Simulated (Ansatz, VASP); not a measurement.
Two plane-wave programs on BN

```
B N
1.0
     0.00000    1.80750    1.80750
     1.80750    0.00000    1.80750
     1.80750    1.80750    0.00000
B N
1 1
Direct
  0.00000 0.00000 0.00000
  0.75000 0.75000 0.75000
```

Alike in both runs: task single point; functional PBE; k mesh 8 × 8 × 8; occupations gaussian, width 0.1 eV; no spin polarisation.

|  | VASP | Ansatz |
| --- | --- | --- |
| version | VASP 6.6.1 | Ansatz 0.2.0 |
| potentials or method | VASP PAW PBE potentials, release 64 (B, N), cutoff 600 eV | scalar-relativistic, plane waves, PAW |
| valence electrons in the cell | 8 | 8 |

Ansatz gave:

| Quantity | Value |
| --- | --- |
| gap on the k mesh at the Fermi level (eV) | 4.47 |
| least direct gap on the mesh (eV) | 8.83 |
| pressure (GPa) | 3.0 |

Question: Which values does VASP return?

Answer: gap on the k mesh at the Fermi level (eV): 4.46; least direct gap on the mesh (eV): 8.82; pressure (GPa): 3.0.
